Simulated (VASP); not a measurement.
A run of VASP 6.6.1:

Contents of INCAR:

```
  PREC = Accurate
  ENCUT = 520
  EDIFF = 1E-6
  ISMEAR = -1
  SIGMA = 0.05
  LREAL = Auto
  LASPH = T
  NELM = 60
  ALGO = Normal
  ISIF = 2
  LWAVE = F
  LCHARG = F
  GGA = PS
  NBANDS = 86
```

Contents of KPOINTS:

```
Automatic mesh
0
Gamma
  2 2 2
  0.5 0.5 0.5
```

File POSCAR:

```
Al5Si3C3N5
1.0
    6.1989050000      0.0000000000      0.0000000000
    0.0000000000      5.3684090000      0.0000000000
    0.0000000000      0.0000000000     10.0157290000
Si Al N C
6 10 10 6
Direct
    0.2810430000      0.1624060000      0.2584490000
    0.5135030000      0.6778920000      0.7362430000
    0.0131110000      0.3190760000      0.4881860000
    0.0032800000      0.3252320000      0.9846930000
    0.4992050000      0.3584120000      0.4696650000
    0.2306240000      0.8185590000      0.4943550000
    0.2428330000      0.1701700000      0.7401410000
    0.0101210000      0.6752780000      0.2510580000
    0.0076190000      0.6586120000      0.7451790000
    0.7646430000      0.1768190000      0.2499060000
    0.7571880000      0.1914170000      0.7252770000
    0.4810920000      0.6717960000      0.2616690000
    0.4942150000      0.3260310000      0.0045500000
    0.2374730000      0.8082380000      0.9832930000
    0.7588140000      0.8411110000      0.4969140000
    0.7678510000      0.8408650000      0.9971410000
    0.9804740000      0.3452980000      0.1932470000
    0.4815070000      0.3259400000      0.1908200000
    0.4974380000      0.3338440000      0.6876860000
    0.2715190000      0.8623440000      0.6744940000
    0.7704220000      0.8493800000      0.1824930000
    0.2300610000      0.1981050000      0.4502240000
    0.2207640000      0.1622550000      0.9565120000
    0.9711670000      0.6890780000      0.9493800000
    0.7376810000      0.1751810000      0.9345810000
    0.5026860000      0.6792010000      0.9356500000
    0.9869430000      0.3295280000      0.6898890000
    0.2497770000      0.8635730000      0.1919420000
    0.7727750000      0.8324940000      0.6708040000
    0.9929640000      0.6581020000      0.4322450000
    0.7645100000      0.1568790000      0.4390720000
    0.5137660000      0.6642350000      0.4306340000
```

Potentials or basis: VASP PAW PBE potentials, release 64 (Si, Al, N, C).

The run is started by

```console
$ cat potpaw_PBE.64/Si/POTCAR potpaw_PBE.64/Al/POTCAR potpaw_PBE.64/N/POTCAR potpaw_PBE.64/C/POTCAR > POTCAR
$ mpirun -np 1 vasp_std > vasp.out
```

Hardware: 1 thread of Intel Xeon 8259CL, on a shared host.

Q: Estimate the wall time of this run.

A: It took 7.5 min on 1 thread of Intel Xeon 8259CL, with other jobs on the host, peak memory 0.41 GiB. Counts: scf iterations 16, k points 4.
